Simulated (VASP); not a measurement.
Wanted: the native input for a VASP 6.6.1 run.

```
Task                   : single point
Functional             : r2SCAN
Potentials or basis    : VASP PAW PBE potentials, release 64 (In_d, As)
Cutoff                 : 520 eV
k mesh                 : 8 × 8 × 8
Occupations            : fermi-dirac, width 0.02 eV
Spin                   : no spin polarisation
Dipole correction      : no
Further INCAR settings : ALGO = Normal; EDIFF = 1e-06; NBANDS = 16
```

The system is InAs.

```xyz
2
Lattice="0.0000 2.9935 2.9935 2.9935 0.0000 2.9935 2.9935 2.9935 0.0000" Properties=species:S:1:pos:R:3 pbc="T T T"
In    0.0000    0.0000    0.0000
As    1.4967    1.4967    1.4967
```

This cell differs from its parent crystal: strain -2.0%.

These files were run (other wordings do the same):

POSCAR

```
InAs
1.0
    0.0000000000      2.9934986636      2.9934986636
    2.9934986636      0.0000000000      2.9934986636
    2.9934986636      2.9934986636      0.0000000000
In As
1 1
Direct
    0.0000000000      0.0000000000      0.0000000000
    0.2500000000      0.2500000000      0.2500000000
```

INCAR.step1

```
SYSTEM = InAs
ALGO = Normal ; EDIFF = 1E-4
ENCUT = 520 ; GGA = PE
ISMEAR = -1 ; LASPH = .True.
LCHARG = .False. ; LREAL = .False.
LWAVE = .True. ; NBANDS = 16
NELM = 80 ; PREC = Accurate
SIGMA = 0.02
```

INCAR.step2

```
SYSTEM = InAs
ALGO = Normal ; EDIFF = 1E-6
ENCUT = 520 ; ISIF = 2
ISMEAR = -1 ; ISTART = 1
LASPH = .True. ; LCHARG = .False.
LMIXTAU = .True. ; LREAL = .False.
LWAVE = .False. ; METAGGA = R2SCAN
NBANDS = 16 ; NELM = 80
PREC = Accurate ; SIGMA = 0.02
```

KPOINTS

```
k-points
0
Gamma
  8 8 8
  0 0 0
```

Potentials or basis: VASP PAW PBE potentials, release 64 (In_d, As).

Run with:

```console
$ cat potpaw_PBE.64/In_d/POTCAR potpaw_PBE.64/As/POTCAR > POTCAR
$ cp INCAR.step1 INCAR
$ mpirun -np 1 vasp_std > vasp.out
$ cp INCAR.step2 INCAR
$ mpirun -np 1 vasp_std > vasp.out
```

It gave:

```json
{
  "Pressure": "4.0 GPa",
  "Band gap on the k mesh": "0.42 eV, direct"
}
```

Caveat: the cell differs from its parent crystal (strain -2.0%); the PAW data sets were made with another functional, which shifts forces and pressure a little; spin-orbit coupling is left out, which moves the levels of the heavy elements.

It took 3.4 min on 1 thread of AMD EPYC 7R13 (shared host), peak memory 0.16 GiB.
